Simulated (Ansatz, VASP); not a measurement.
Be3Si in VASP and in Ansatz

File INCAR:

```
SYSTEM = Be3Si
PREC     = Accurate       ! precision mode
ENCUT    = 520            ! plane-wave cutoff, eV
EDIFF    = 1E-6           ! SCF threshold, eV
ISMEAR   = 0              ! smearing method
SIGMA    = 0.1            ! smearing width, eV
LREAL    = .False.        ! projectors in reciprocal space
LASPH    = .True.         ! aspherical terms in the spheres
NELM     = 100            ! most SCF steps
ALGO     = Fast           ! electronic algorithm
ISIF     = 2              ! what is computed and relaxed
LWAVE    = .False.        ! write WAVECAR
LCHARG   = .False.        ! write CHGCAR
GGA      = PS             ! functional
NBANDS   = 13             ! bands
```

The input KPOINTS:

```
regular mesh
0
Gamma
  16 16 16
  0 0 0
```

Contents of POSCAR:

```
Be3Si
1.0
   -1.8078094846      1.6916656371      3.4978714798
    1.7037462414     -1.6916656371      3.4460222734
    1.8078094846      1.6916656371     -3.4978714798
Be Si
3 1
Direct
    0.7507267989      0.2432402483      0.4925134494
    0.2437200609      0.7334331860      0.4897131251
    0.5002084758      0.5270048165      0.0267963407
    0.0053446643     -0.0036782508     -0.0090229151
```

Input for Ansatz:

```yaml
crystal:
  lattice:
    - [-1.8078094846, 1.6916656371, 3.4978714798]
    - [1.7037462414, -1.6916656371, 3.4460222734]
    - [1.8078094846, 1.6916656371, -3.4978714798]
  atoms:
    - { symbol: Be, position: [0.7507267989, 0.2432402483, 0.4925134494] }
    - { symbol: Be, position: [0.2437200609, 0.733433186, 0.4897131251] }
    - { symbol: Be, position: [0.5002084758, 0.5270048165, 0.0267963407] }
    - { symbol: Si, position: [0.0053446643, -0.0036782508, -0.0090229151] }
basis:
  ecutwfc: 420
kpoints:
  mp_grid: { grid: [16, 16, 16] }
hamiltonian:
  xc: pbesol
scf:
  occupations: { method: gaussian, width: 0.1 }
output:
  forces: true
  stress: true
  eigenvalues: true
```

Alike in both runs: task single point; functional PBEsol; k mesh 16 × 16 × 16; occupations gaussian, width 0.1 eV; no spin polarisation.

|  | VASP | Ansatz |
| --- | --- | --- |
| version | VASP 6.6.1 | Ansatz 0.2.0 |
| potentials or method | VASP PAW PBE potentials, release 64 (Be, Si), cutoff 520 eV | scalar-relativistic, plane waves, PAW |
| valence electrons in the cell | 10 | 10 |

VASP gave:

```
gap on the k mesh at the Fermi level (eV)                     : none
pressure (GPa)                                                : -5.2
traceless stress, the component that is largest in VASP (GPa) : 4.42
rms of the force components (eV/Å)                            : 0.180
```

Question: Which values does Ansatz return?

Answer: gap on the k mesh at the Fermi level (eV): none; pressure (GPa): -5.4; traceless stress, the component that is largest in VASP (GPa): 4.42; rms of the force components (eV/Å): 0.177.

VASP's potentials were made for PBE, not for PBEsol. Atom by atom the forces differ by 0.004 eV/Å (rms over components). A gap of «none» marks a metal or a gap that the smearing closes. The functional is the same, so the differences come from potentials, cutoffs and numerics.
